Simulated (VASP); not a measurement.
## Ge: single point with PBEsol

Crystal: Ge.

```
Ge
1.0
     1.57089   -2.73913    0.00000
     1.57089    2.73913    0.00000
     0.00000    0.00000    4.24215
Ge
2
Direct
  0.66655 0.33345 0.25000
  0.33345 0.66655 0.75000
```

This isn't the form of Ge at room conditions, which is diamond.

This cell differs from its parent crystal: ratio of the length along z to the lengths across it x 0.85, volume and fractional coordinates fixed.

- Program: VASP 6.6.1
- Task: single point
- Functional: PBEsol
- Potentials or basis: VASP PAW PBE potentials, release 64 (Ge_d)
- Cutoff: 520 eV
- k mesh: 20 × 20 × 12
- Occupations: gaussian, width 0.15 eV
- Spin: no spin polarisation
- Dipole correction: no
- Further INCAR settings: ALGO = Normal; EDIFF = 1e-06; NBANDS = 21

```json
{
  "Pressure": "2.0 GPa",
  "Largest force": "0.010 eV/Å",
  "Band gap on the k mesh": "zero (bands 14 and 15 overlap by 8.62 eV)"
}
```

Forces in eV/Å, atoms in the order of the input:
```
Ge   0.000  0.010  0.000
Ge   0.000 -0.010  0.000
```

Stress tensor (GPa, compression positive):
```
0.80 0.00 0.00
0.00 0.74 0.00
0.00 0.00 4.44
```

Levels at points of the mesh, in eV from the Fermi level:
| k point | band 11 | band 12 | band 13 | band 14 | band 15 | band 16 | band 17 | band 18 |
| --- | --- | --- | --- | --- | --- | --- | --- | --- |
| (0.00, 0.00, 0.00) | -13.54 | -5.44 | -4.83 | 4.29 | 4.39 | 7.01 | 7.11 | 8.63 |
| (0.50, 0.00, 0.00) | -9.32 | -7.73 | -1.14 | -0.82 | 0.35 | 0.73 | 1.68 | 5.03 |
| (0.50, 0.50, 0.00) | -9.39 | -7.76 | -1.15 | -0.88 | 0.33 | 0.86 | 1.66 | 5.13 |
| (0.00, 0.00, 0.50) | -11.44 | -11.44 | 4.70 | 4.70 | 5.90 | 5.90 | 5.99 | 5.99 |
| (0.50, 0.00, 0.50) | -7.47 | -7.47 | -5.09 | -5.09 | 2.90 | 2.90 | 5.25 | 5.25 |
| (0.50, 0.50, 0.50) | -7.53 | -7.53 | -5.11 | -5.11 | 3.04 | 3.04 | 5.37 | 5.37 |

Wall time 11 min on 1 thread of Intel Xeon 8259CL (shared host), peak memory 0.5 GiB.

Caveat: the PAW data sets were made with another functional, which shifts forces and pressure a little.
